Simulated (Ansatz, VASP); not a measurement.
## Two plane-wave programs on HC6

```
C H
1.0
     4.88953    0.00000    0.00000
    -1.22238    8.78496    0.00000
     0.00000    0.00000   22.74747
C H
12 2
Direct
  0.01936 0.07745 0.17584
  0.51936 0.07745 0.17584
  0.27420 0.09681 0.20595
  0.77420 0.09681 0.20595
  0.28388 0.13553 0.26618
  0.78388 0.13553 0.26618
  0.03863 0.15452 0.29551
  0.53863 0.15452 0.29551
  0.04887 0.19548 0.35836
  0.54887 0.19548 0.35836
  0.30317 0.21270 0.38455
  0.80317 0.21270 0.38455
  0.04887 0.06949 0.40433
  0.04887 0.32147 0.40433
```

Alike in both runs: task single point; functional LDA; k mesh 6 × 3 × 1; occupations gaussian, width 0.1 eV; no spin polarisation.

|  | VASP | Ansatz |
| --- | --- | --- |
| version | VASP 6.6.1 | Ansatz 0.2.0 |
| potentials or method | VASP PAW LDA potentials, release 64 (C, H), cutoff 520 eV | scalar-relativistic, plane waves, PAW |
| valence electrons in the cell | 50 | 50 |

|  | VASP | Ansatz | Ansatz less VASP |
| --- | --- | --- | --- |
| rms of the force components (eV/Å) | 1.671 | 1.677 | +0.0061 |

LDA's correlation is that of Perdew and Zunger in VASP and of Perdew and Wang (1992) in Ansatz. Atom by atom the forces differ by 0.020 eV/Å (rms over components).
